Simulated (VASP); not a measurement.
# Ca3Zr in VASP: a series of runs

Ca3Zr is run at these levels: PBE; tasks: single point, relaxation of cell and atoms.

Everything below comes from runs of VASP 6.6.1. Logs are shortened: lines on timing, memory, paths and dates and some standing lists are left out, and cuts for length are marked.

## Step 1: The cell of the first run

It takes space group P4/mmm (No. 123, tetragonal). Conventional cell: a = 5.159 Å, b = 5.159 Å, c = 5.124 Å, α = 90.00°, β = 90.00°, γ = 90.00°. Ca (site symmetry mmm) has 8 Ca at 3.64 to 3.65 Å and 4 Zr at 3.64 Å within 4.8 Å. Ca (site symmetry 4/mmm) has 8 Ca at 3.64 Å and 4 Zr at 3.65 Å within 4.8 Å. Zr (site symmetry 4/mmm) has 12 Ca at 3.64 to 3.65 Å within 4.8 Å.

## Step 2: Single point, PBE

INCAR reads:

```
PREC = Accurate ; ENCUT = 520
EDIFF = 1E-7 ; ISMEAR = 0
SIGMA = 0.1 ; LREAL = False
LASPH = True ; NELM = 100
ALGO = Fast ; ISIF = 2
LWAVE = False ; LCHARG = False
GGA = PE ; NBANDS = 29
```

KPOINTS reads:

```
regular mesh
0
Gamma
  4 4 4
```

POSCAR reads:

```
Ca3Zr
1.0
    5.1594876931      0.0000000000      0.0000000000
    0.0000000000      5.1594876931      0.0000000000
    0.0000000000      0.0000000000      5.1243855203
Ca Zr
3 1
Direct
    0.0000000000      0.5000000000      0.5000000000
    0.5000000000      0.0000000000      0.5000000000
    0.5000000000      0.5000000000      0.0000000000
    0.0000000000      0.0000000000      0.0000000000
```

Potentials or basis: VASP PAW PBE potentials, release 64 (Ca_sv, Zr_sv).

Run with:

```console
$ cat potpaw_PBE.64/Ca_sv/POTCAR potpaw_PBE.64/Zr_sv/POTCAR > POTCAR
$ mpirun -np 1 vasp_std > vasp.out
```

OUTCAR:

```text
PREC = Accurate
   ENCUT = 520
   EDIFF = 1E-7
   ISMEAR = 0
   LREAL = False
   LASPH = True
   NELM = 100
   ISIF = 2
   GGA = PE

 ion  position               nearest neighbor table
   1  0.000  0.500  0.500-
   2  0.500  0.000  0.500-
   3  0.500  0.500  0.000-
   4  0.000  0.000  0.000-

  LATTYP: Found a simple tetragonal cell.
 ALAT       =     5.1594876931
 C/A-ratio  =     0.9931965779

  Lattice vectors:

 A1 = (   5.1594876931,   0.0000000000,   0.0000000000)
 A2 = (   0.0000000000,   5.1594876931,   0.0000000000)
 A3 = (   0.0000000000,   0.0000000000,   5.1243855203)

Analysis of symmetry for initial positions (statically):
=====================================================================
 Subroutine PRICEL returns:
 Original cell was already a primitive cell.

 Routine SETGRP: Setting up the symmetry group for a
 simple tetragonal supercell.

 Subroutine GETGRP returns: Found 16 space group operations
 (whereof 16 operations were pure point group operations)
 out of a pool of 16 trial point group operations.

The static configuration has the point symmetry D_4h.

Analysis of symmetry for dynamics (positions and initial velocities):
=====================================================================
 Subroutine PRICEL returns:
 Original cell was already a primitive cell.

 Routine SETGRP: Setting up the symmetry group for a
 simple tetragonal supercell.

 Subroutine GETGRP returns: Found 16 space group operations
 (whereof 16 operations were pure point group operations)
 out of a pool of 16 trial point group operations.

The dynamic configuration has the point symmetry D_4h.

 Subroutine INISYM returns: Found 16 space group operations
 (whereof 16 operations are pure point group operations),
 and found     1 'primitive' translations

----------------------------------------------------------------------------------------

                                     Primitive cell

  volume of cell :     136.4127

  direct lattice vectors                    reciprocal lattice vectors
     5.159487693  0.000000000  0.000000000     0.193817693  0.000000000  0.000000000
     0.000000000  5.159487693  0.000000000     0.000000000  0.193817693  0.000000000
     0.000000000  0.000000000  5.124385520     0.000000000  0.000000000  0.195145349

  length of vectors
     5.159487693  5.159487693  5.124385520     0.193817693  0.193817693  0.195145349

  position of ions in fractional coordinates (direct lattice)
     0.000000000  0.500000000  0.500000000
     0.500000000  0.000000000  0.500000000
     0.500000000  0.500000000  0.000000000
     0.000000000  0.000000000  0.000000000

  ion indices of the primitive-cell ions
   primitive index   ion index
                 1           1
                 2           2
                 3           3
                 4           4

----------------------------------------------------------------------------------------

 KPOINTS: regular mesh

Automatic generation of k-mesh.
 Grid dimensions read from file:
 generate k-points for:    4    4    4

 Generating k-lattice:

  Cartesian coordinates                     Fractional coordinates (reciprocal lattice)
     0.048454423  0.000000000  0.000000000     0.250000000  0.000000000  0.000000000
     0.000000000  0.048454423  0.000000000     0.000000000  0.250000000  0.000000000
     0.000000000  0.000000000  0.048786337     0.000000000  0.000000000  0.250000000

  Length of vectors
     0.048454423  0.048454423  0.048786337

  Shift w.r.t. Gamma in fractional coordinates (k-lattice)
     0.000000000  0.000000000  0.000000000

 Subroutine IBZKPT returns following result:
 ===========================================

 Found     18 irreducible k-points:

 Following reciprocal coordinates:
            Coordinates               Weight
  0.000000  0.000000  0.000000      1.000000
  0.250000  0.000000  0.000000      4.000000
  0.500000  0.000000  0.000000      2.000000
  0.250000  0.250000  0.000000      4.000000
  0.500000  0.250000  0.000000      4.000000
  0.500000  0.500000  0.000000      1.000000
[... 10 lines left out ...]
  0.500000  0.250000  0.500000      4.000000
  0.500000  0.500000  0.500000      1.000000
   k-points           NKPTS =     18   k-points in BZ     NKDIM =     18   number of bands    NBANDS=     29
   number of dos      NEDOS =    301   number of ions     NIONS =      4
   total plane-waves  NPLWV =  64000
   dimension x,y,z NGX =    40 NGY =   40 NGZ =   40
   dimension x,y,z NGXF=    80 NGYF=   80 NGZF=   80
   ions per type =               3   1
   NGX,Y,Z   is equivalent  to a cutoff of  12.89, 12.89, 12.98 a.u.
   NGXF,Y,Z  is equivalent  to a cutoff of  25.78, 25.78, 25.95 a.u.
 SYSTEM =  unknown system
   PREC   = accura    normal or accurate (medium, high low for compatibility)
   ISTART =      0    job   : 0-new  1-cont  2-samecut
   ICHARG =      2    charge: 1-file 2-atom 10-const
   ISPIN  =      1    spin polarized calculation?
   LNONCOLLINEAR =      F non collinear calculations
   LSORBIT =      F    spin-orbit coupling
   LASPH  =      T    aspherical Exc in radial PAW
   ENCUT  =  520.0 eV  38.22 Ry    6.18 a.u.   9.59  9.59  9.53*2*pi/ulx,y,z
   NELM   =    100;   NELMIN=  2; NELMDL= -5     # of ELM steps
   EDIFF  = 0.1E-06   stopping-criterion for ELM
   LREAL  =      F    real-space projection
   EDIFFG = 0.1E-05   stopping-criterion for IOM
   NSW    =      0    number of steps for IOM
   IBRION =     -1    ionic relax: 0-MD 1-quasi-New 2-CG
   NFREE  =      0    steps in history (QN), initial steepest desc. (CG)
   ISIF   =      2    stress and relaxation
   ISYM   =      2    0-nonsym 1-usesym 2-fastsym
   POTIM  = 0.5000    time-step for ionic-motion
   TEBEG  =    0.0;   TEEND  =   0.0 temperature during run
   PSTRESS=    0.0 pullay stress
   NELECT =      42.0000    total number of electrons
   NUPDOWN=      -1.0000    fix difference up-down
   EMIN   =  10.00;   EMAX   =-10.00  energy-range for DOS
   EFERMI =   0.00;   METHOD = LEGACY
   ISMEAR =     0;   SIGMA  =   0.10  broadening in eV -4-tet -1-fermi 0-gaus
   EFERMI_NEDOS =   21; number of points for ismear=-14 and -15
   IALGO  =     68    algorithm
   IMIX   =      4    mixing-type and parameters
     AMIX     =   0.40;   BMIX     =  1.00
     AMIX_MAG =   1.60;   BMIX_MAG =  1.00
  volume/ion in A,a.u.               =      34.10       230.14
  Fermi-wavevector in a.u.,A,eV,Ry     =   1.105451  2.089000 16.626626  1.222023
  Thomas-Fermi vector in A             =   2.241939
   LORBIT       =      0    0 simple, 1 ext, 2 COOP (PROOUT), +10 PAW based schemes
   GGA     = PE    functional components
   LHFCALC =     F    Hartree Fock is set to
   AEXX    =    0.0000 exact exchange contribution
   IVDW    =     0    specifies the selected vdW correction
   LEPSILON=     F    determine dielectric tensor
   LRPA    =     F    only Hartree local field effects (RPA)
 non-spin polarized calculation
 RMM-DIIS sequential band-by-band and
 Gauss-broadening in eV      SIGMA  =   0.10
  energy-cutoff  :      520.00
  volume of cell :      136.41
 maximum number of plane-waves:      3727
 NGX is ok and might be reduce to    40
   NGX = 19   NGY = 19   NGZ = 19

 number of electron      42.0000010 magnetization

 Free energy of the ion-electron system (eV)
  ---------------------------------------------------
  ext. energy  EPLUGINS =         0.00000000
  ---------------------------------------------------
  free energy    TOTEN  =       -12.60092447 eV

  energy without entropy =      -12.54805308  energy(sigma->0) =      -12.57448878

 E-fermi :   3.3492     XC(G=0):  -8.6688

 val. band max:        3.3464106662   @ k =   0.0000   0.0000   0.2500
 cond. band min:       3.3518278866   @ k =   0.2500   0.0000   0.0000
 fundamental gap:      0.0054172203
 Fermi energy:         3.3492110972

 k-point     1 :       0.0000    0.0000    0.0000
  band No.  band energies     occupation
      1     -46.1133      2.00000
      2     -37.8642      2.00000
      3     -37.8294      2.00000
      4     -37.8254      2.00000
      5     -24.1035      2.00000
      6     -24.0983      2.00000
[... 21 lines left out ...]
     28       5.6595      0.00000
     29       5.6908      0.00000

 k-point     2 :       0.2500    0.0000    0.0000
  band No.  band energies     occupation
      1     -46.1132      2.00000
      2     -37.8599      2.00000
      3     -37.8315      2.00000
      4     -37.8275      2.00000
      5     -24.1032      2.00000
      6     -24.0987      2.00000
[... 21 lines left out ...]
     28       5.8815      0.00000
     29       5.8998      0.00000

 k-point     3 :       0.5000    0.0000    0.0000
  band No.  band energies     occupation
      1     -46.1132      2.00000
      2     -37.8538      2.00000
      3     -37.8370      2.00000
      4     -37.8281      2.00000
      5     -24.1029      2.00000
      6     -24.0992      2.00000
[... 21 lines left out ...]
     28       6.1247      0.00000
     29       6.2131      0.00000

 k-point     4 :       0.2500    0.2500    0.0000
  band No.  band energies     occupation
      1     -46.1132      2.00000
      2     -37.8561      2.00000
      3     -37.8316      2.00000
      4     -37.8312      2.00000
      5     -24.1029      2.00000
      6     -24.0990      2.00000
[... 21 lines left out ...]
     28       5.7709      0.00000
     29       6.0266      0.00000

 k-point     5 :       0.5000    0.2500    0.0000
  band No.  band energies     occupation
      1     -46.1132      2.00000
      2     -37.8504      2.00000
      3     -37.8370      2.00000
      4     -37.8314      2.00000
      5     -24.1026      2.00000
      6     -24.0995      2.00000
[... 21 lines left out ...]
     28       5.4540      0.00000
     29       5.9864      0.00000
[... 318 lines left out ...]
     28       5.1499      0.00000
     29       5.1522      0.00000

 k-point    16 :       0.2500    0.2500    0.5000
  band No.  band energies     occupation
      1     -46.1132      2.00000
      2     -37.8447      2.00000
      3     -37.8429      2.00000
      4     -37.8311      2.00000
      5     -24.1053      2.00000
      6     -24.0991      2.00000
[... 21 lines left out ...]
     28       5.6788      0.00000
     29       5.8994      0.00000

 k-point    17 :       0.5000    0.2500    0.5000
  band No.  band energies     occupation
      1     -46.1131      2.00000
      2     -37.8446      2.00000
      3     -37.8369      2.00000
      4     -37.8369      2.00000
      5     -24.1057      2.00000
      6     -24.1002      2.00000
[... 21 lines left out ...]
     28       5.3406      0.00000
     29       5.3706      0.00000

 k-point    18 :       0.5000    0.5000    0.5000
  band No.  band energies     occupation
      1     -46.1131      2.00000
      2     -37.8446      2.00000
      3     -37.8369      2.00000
      4     -37.8369      2.00000
      5     -24.1061      2.00000
      6     -24.1005      2.00000
[... 21 lines left out ...]
     28       5.2871      0.00000
     29       5.3238      0.00000

------------------------ aborting loop because EDIFF is reached ----------------------------------------

  FORCE on cell =-STRESS in cart. coord.  units (eV):
  Direction    XX          YY          ZZ          XY          YZ          ZX
  --------------------------------------------------------------------------------------
  -------------------------------------------------------------------------------------
  Total        0.0864367      0.0864367      0.0961164      0.0000000      0.0000000      0.0000000
  in kB        1.0152050      1.0152050      1.1288935      0.0000000      0.0000000      0.0000000
  external PRESSURE =       1.0531012 kB  Pullay stress =       0.0000000 kB

 VOLUME and BASIS-vectors are now :
 -----------------------------------------------------------------------------
  energy-cutoff  :      520.00
  volume of cell :      136.41
      direct lattice vectors                 reciprocal lattice vectors
     5.159487693  0.000000000  0.000000000     0.193817693  0.000000000  0.000000000
     0.000000000  5.159487693  0.000000000     0.000000000  0.193817693  0.000000000
     0.000000000  0.000000000  5.124385520     0.000000000  0.000000000  0.195145349

 POSITION                                       TOTAL-FORCE (eV/Angst)
 -----------------------------------------------------------------------------------
      0.00000      2.57974      2.56219         0.000000      0.000000      0.000000
      2.57974      0.00000      2.56219         0.000000      0.000000      0.000000
      2.57974      2.57974      0.00000         0.000000      0.000000      0.000000
      0.00000      0.00000      0.00000         0.000000      0.000000      0.000000
 -----------------------------------------------------------------------------------
    total drift:                               -0.000000      0.000000     -0.000000

  FREE ENERGIE OF THE ION-ELECTRON SYSTEM (eV)
  ---------------------------------------------------
  free  energy   TOTEN  =       -12.6009244744 eV

  energy  without entropy=      -12.5480530781  energy(sigma->0) =      -12.57448878
```

Wall time 2.6 min (1 thread of Intel Xeon Platinum 8375C at 2.90GHz (Ice Lake), shared host); peak memory 0.27 GiB.

What came out:

* Free energy: -12.6009 eV
* Pressure: 0.1 GPa
* Band gap on the k mesh: zero (band 21 reaches 3.56 eV, above the bottom of band 22 at 3.19 eV)

## Step 3: Relaxation of cell and atoms, PBE

This run uses another cell than the first one, of 24.65 Å³/atom, 0.723 times its volume.

INCAR reads:

```
SYSTEM = Ca3Zr
  PREC = Accurate
  ENCUT = 600
  EDIFF = 1E-6
  ISMEAR = 0
  SIGMA = 0.1
  LREAL = .FALSE.
  LASPH = .TRUE.
  NELM = 100
  ALGO = Normal
  ISIF = 3
  LWAVE = .FALSE.
  LCHARG = .FALSE.
  GGA = PE
  IBRION = 2
  NSW = 90
  EDIFFG = -0.04
```

KPOINTS reads:

```
regular mesh
0
G
  4 4 4
  0 0 0
```

POSCAR reads:

```
Ca3Zr
1.0
    4.6198712546      0.0000000000      0.0000000000
    0.0000000000      4.6198712546      0.0000000000
    0.0000000000      0.0000000000      4.6198712546
Ca Zr
3 1
Direct
    0.0000000000      0.5000000000      0.5000000000
    0.5000000000      0.0000000000      0.5000000000
    0.5000000000      0.5000000000      0.0000000000
    0.0000000000      0.0000000000      0.0000000000
```

Potentials or basis: VASP PAW PBE potentials, release 64 (Ca_sv, Zr_sv).

Run with:

```console
$ cat potpaw_PBE.64/Ca_sv/POTCAR potpaw_PBE.64/Zr_sv/POTCAR > POTCAR
$ mpirun -np 1 vasp_std > vasp.out
```

It took 75 s on 1 thread of Intel Xeon Platinum 8375C at 2.90GHz (Ice Lake), shared host; peak memory 0.25 GiB.

It converged, with:

```yaml
Free_energy: -12.5922 eV
Relaxed_volume: 34.35 Å³/atom
Relaxed_cell: a = 5.160 Å, b = 5.160 Å, c = 5.160 Å, α = 90.00°, β = 90.00°, γ = 90.00°
Space_group_after_relaxing_to_0.05_Å: Pm-3m (No. 221)
Energy_gained_by_relaxing: 347.2 meV/atom
Ionic_steps: 3
Pressure_after_relaxing: -0.1 GPa
Band_gap_on_the_k_mesh: zero (band 21 reaches 3.51 eV, above the bottom of band 22 at 3.15 eV)
```

Step by step:
```csv
step,energy change (eV),largest force (eV/Å),pressure (GPa),volume (Å³)
1,0.0000,0.0000,14.84,98.60
2,-1.3862,0.0000,0.39,134.90
3,-1.3888,0.0000,-0.07,137.39
```

Final structure:
```xyz
4
Lattice="5.1600 0.0000 0.0000 0.0000 5.1600 0.0000 0.0000 0.0000 5.1600" Properties=species:S:1:pos:R:3 pbc="T T T"
Ca    0.0000    2.5800    2.5800
Ca    2.5800    0.0000    2.5800
Ca    2.5800    2.5800    0.0000
Zr    0.0000    0.0000    0.0000
```

Levels at points of the mesh, in eV from the Fermi level:
```csv
k point,band 17,band 18,band 19,band 20,band 21,band 22,band 23,band 24
"(0.00, 0.00, 0.00)",-4.34,-1.09,-1.09,-0.67,-0.16,-0.16,-0.16,1.60
"(0.50, 0.00, 0.00)",-2.91,-2.60,-0.56,0.05,0.05,0.23,0.25,1.01
"(0.50, 0.50, 0.00)",-1.76,-1.61,-1.27,-1.27,0.16,0.16,0.41,0.84
"(0.50, 0.50, 0.50)",-1.34,-1.32,-1.32,-1.32,0.20,0.26,0.26,0.26
```

Caveat: the volume moved by over 15 % at a fixed basis, so the end points are rough.
